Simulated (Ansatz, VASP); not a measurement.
**SnO in VASP and in Ansatz**

```
Sn O
1.0
     3.82016    0.00000    0.00000
     0.00000    3.82016    0.00000
     0.00000    0.00000   22.22608
Sn O
4 4
Direct
  0.75000 0.25000 0.20246
  0.25000 0.75000 0.30878
  0.50000 0.00000 0.50675
  0.00000 0.50000 0.61307
  0.25000 0.25000 0.25562
  0.75000 0.75000 0.25562
  0.00000 0.00000 0.55991
  0.50000 0.50000 0.55991
```

Alike in both runs: task single point; functional PBE; dispersion D3(BJ); k mesh 7 × 7 × 1; occupations gaussian, width 0.05 eV; no spin polarisation.

|  | VASP | Ansatz |
| --- | --- | --- |
| version | VASP 6.6.1 | Ansatz 0.2.0 |
| potentials or method | VASP PAW PBE potentials, release 64 (Sn_d, O), cutoff 520 eV | scalar-relativistic, plane waves, PAW |
| valence electrons in the cell | 80 | 80 |

```tsv
	VASP	Ansatz	Ansatz less VASP
gap on the k mesh at the Fermi level (eV)	2.58	2.63	+0.044
least direct gap on the mesh (eV)	2.61	2.65	+0.042
rms of the force components (eV/Å)	0.048	0.015	-0.0328
```
